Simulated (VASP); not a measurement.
Crystal: CoO.

```xyz
4
Lattice="1.4281 2.4736 0.0000 -4.2844 2.4736 0.0000 0.0000 0.0000 2.7876" Properties=species:S:1:pos:R:3 pbc="T T T"
Co    0.0000    0.0000    0.0000
Co   -1.4281    2.4736    0.0000
O    -2.8563    3.2982    1.3938
O    -1.4281    0.8245    1.3938
```

Base run:

- Program: VASP 6.6.1
- Functional: PBE
- Potentials or basis: VASP PAW PBE potentials, release 64 (Co, O)
- Cutoff: 520 eV
- k mesh: 7 × 4 × 7
- Occupations: gaussian, width 0.05 eV
- Spin: collinear spin, antiferromagnetic start
- Starting moments: [2.0, -2.0, 0.0, 0.0] μB
- Hubbard terms: Co d U = 4.0 eV

Its results: band gap on the k mesh 1.40 eV; pressure -0.6 GPa; net moment 0.00 μB per cell; site moments Co +2.68, -2.68; O +0.08, -0.08 μB; largest force 0.201 eV/Å.

Question: The run is repeated on the same cell with these changes: hubbard terms from Co d U = 4.0 eV to none. What comes out?

Answer: Band gap on the k mesh zero (filled and empty bands overlap); pressure -8.4 GPa; net moment 0.00 μB per cell; site moments Co +2.35, -2.35; O +0.13, -0.13 μB; largest force 0.050 eV/Å.

The U term pushes filled and empty states of the shell apart.

Caveats: an odd mesh through Γ misses points on the zone boundary, where band edges can lie (at least some runs); the cell stands under tension (at least some runs); semilocal functionals often make such compounds metallic where correlation or magnetic order opens a gap, which also shifts bond lengths (at least some runs).
